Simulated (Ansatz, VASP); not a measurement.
**AgI: VASP beside Ansatz**

```
CELL_PARAMETERS angstrom
4.48499 0.00000 0.00000
-2.24249 3.88412 0.00000
0.00000 0.00000 7.34057
ATOMIC_POSITIONS crystal
Ag 0.66667 0.33333 0.62773
Ag 0.33333 0.66667 0.12773
I 0.66667 0.33333 0.00227
I 0.33333 0.66667 0.50227
```

Alike in both runs: functional LDA; k mesh 8 × 8 × 4; occupations fermi-dirac, width 0.05 eV; no spin polarisation.

Ansatz relaxed the structure, and its values are those at the end. VASP's run is a single point on that final structure, the one shown.

|  | VASP | Ansatz |
| --- | --- | --- |
| version | VASP 6.6.1 | Ansatz 0.2.0 |
| potentials or method | VASP PAW LDA potentials, release 64 (Ag, I) | PAW with Ansatz's default frozen-core files, scalar-relativistic |
| plane-wave cutoff (eV) | 500 | 420 |
| valence electrons in the cell | 36 | 72 |

|  | VASP | Ansatz | Ansatz less VASP |
| --- | --- | --- | --- |
| pressure (GPa) | 0.0 | 0.0 | -0.01 |

LDA's correlation is that of Perdew and Zunger in VASP and of Perdew and Wang (1992) in Ansatz. VASP's potentials hold 36 valence electrons a cell and Ansatz's 72, so a difference there can come from the potentials and not from the codes.

Spin-orbit coupling is off throughout.
